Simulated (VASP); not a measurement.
Wanted: the native input for a VASP 6.6.1 run.

```yaml
Task: single point
Functional: LDA
Potentials_or_basis: VASP PAW LDA potentials, release 64 (Mg, Au)
Cutoff: 520 eV
k_mesh: 9 × 9 × 9
Occupations: methfessel-paxton, width 0.1 eV
Spin: no spin polarisation
Dipole_correction: no
Further_INCAR_settings: ALGO = Normal; EDIFF = 1e-06; NBANDS = 14
```

The structure of MgAu lies in POSCAR:

```
MgAu
1.0
    3.3018864970      0.0000000000      0.0000000000
    0.0000000000      3.3018864970      0.0000000000
    0.0000000000      0.0000000000      3.3018864970
Mg Au
1 1
Direct
    0.5000000000      0.5000000000      0.5000000000
    0.0000000000      0.0000000000      0.0000000000
```

These files were run (other wordings do the same):

INCAR

```
SYSTEM = MgAu
ALGO = Normal
EDIFF = 1E-6
ENCUT = 520
ISIF = 2
ISMEAR = 1
LASPH = .True.
LCHARG = .False.
LREAL = .False.
LWAVE = .False.
NBANDS = 14
NELM = 100
PREC = Accurate
SIGMA = 0.1
```

KPOINTS

```
k-points
0
Gamma
  9 9 9
  0 0 0
```

Potentials or basis: VASP PAW LDA potentials, release 64 (Mg, Au).

Launch:

```sh
$ cat potpaw_LDA.64/Mg/POTCAR potpaw_LDA.64/Au/POTCAR > POTCAR
$ mpirun -np 1 vasp_std > vasp.out
```

Results of the run:

```json
{
  "Pressure": "-6.8 GPa"
}
```

Wall time 25 s on 1 thread of Intel Xeon 8259CL, on a shared host, peak memory 0.15 GiB.
